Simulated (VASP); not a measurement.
**Ge: relaxation of cell and atoms with BLYP+D3(BJ)**

Ge:

```
CELL_PARAMETERS angstrom
-2.57449 2.57449 1.39741
2.57449 -2.57449 1.39741
2.57449 2.57449 -1.39741
ATOMIC_POSITIONS crystal
Ge 0.50000 0.50000 0.00000
Ge 0.25000 0.75000 0.50000
```

```json
{
  "Program": "VASP 6.6.1",
  "Task": "relaxation of cell and atoms",
  "Functional": "BLYP",
  "Dispersion": "D3(BJ)",
  "Potentials or basis": "VASP PAW PBE potentials, release 64 (Ge_d)",
  "Cutoff": "600 eV",
  "k mesh": "11 × 11 × 11",
  "Occupations": "fermi-dirac, width 0.05 eV",
  "Spin": "no spin polarisation",
  "Dipole correction": "no",
  "Further INCAR settings": "ALGO = Normal; EDIFF = 1e-07; IBRION = 2; EDIFFG = -0.02; NSW = 80; ISIF = 3"
}
```

| Item | Value |
| --- | --- |
| Relaxed volume | 19.24 Å³/atom |
| Relaxed cell | a = 3.950 Å, b = 3.950 Å, c = 3.950 Å, α = 97.37°, β = 97.37°, γ = 138.04° |
| Space group after relaxing (to 0.1 Å) | I4_1/amd (No. 141) |
| Energy gained by relaxing | 5.9 meV/atom |
| Ionic steps | 3 |
| Pressure after relaxing | -0.1 GPa |
| Band gap on the k mesh | zero (bands 14 and 15 overlap by 4.26 eV) |
| Dispersion energy per atom | -0.798 eV |

Stress tensor (GPa, compression positive):
```
-0.01  0.00  0.00
 0.00 -0.01  0.00
 0.00  0.00 -0.14
```

The path:
```tsv
step	energy change (eV)	largest force (eV/Å)	pressure (GPa)	volume (Å³)
1	0.0000	0.0000	2.70	37.05
2	-0.0113	0.0000	-0.48	38.75
3	-0.0117	0.0000	-0.05	38.47
```

Final structure:
```cif
data_structure
_symmetry_space_group_name_H-M 'P 1'
_symmetry_Int_Tables_number 1
_cell_length_a 3.9498
_cell_length_b 3.9498
_cell_length_c 3.9498
_cell_angle_alpha 97.366
_cell_angle_beta 97.366
_cell_angle_gamma 138.037
_cell_volume 38.47
loop_
_atom_site_label
_atom_site_type_symbol
_atom_site_fract_x
_atom_site_fract_y
_atom_site_fract_z
_atom_site_occupancy
Ge1 Ge 0.50000 0.50000 0.00000 1
Ge2 Ge 0.25000 0.75000 0.50000 1
```

Levels at points of the mesh, in eV from the Fermi level:
```csv
k point,band 11,band 12,band 13,band 14,band 15,band 16,band 17,band 18
"(0.00, 0.00, 0.00)",-12.96,-4.39,-2.20,-2.20,3.83,7.22,7.22,7.71
```

It took 6.1 min on 1 thread of Intel Xeon 8259CL, on a shared host, peak memory 0.25 GiB.

Caveat: the PAW data sets were made with another functional, which shifts forces and pressure a little.
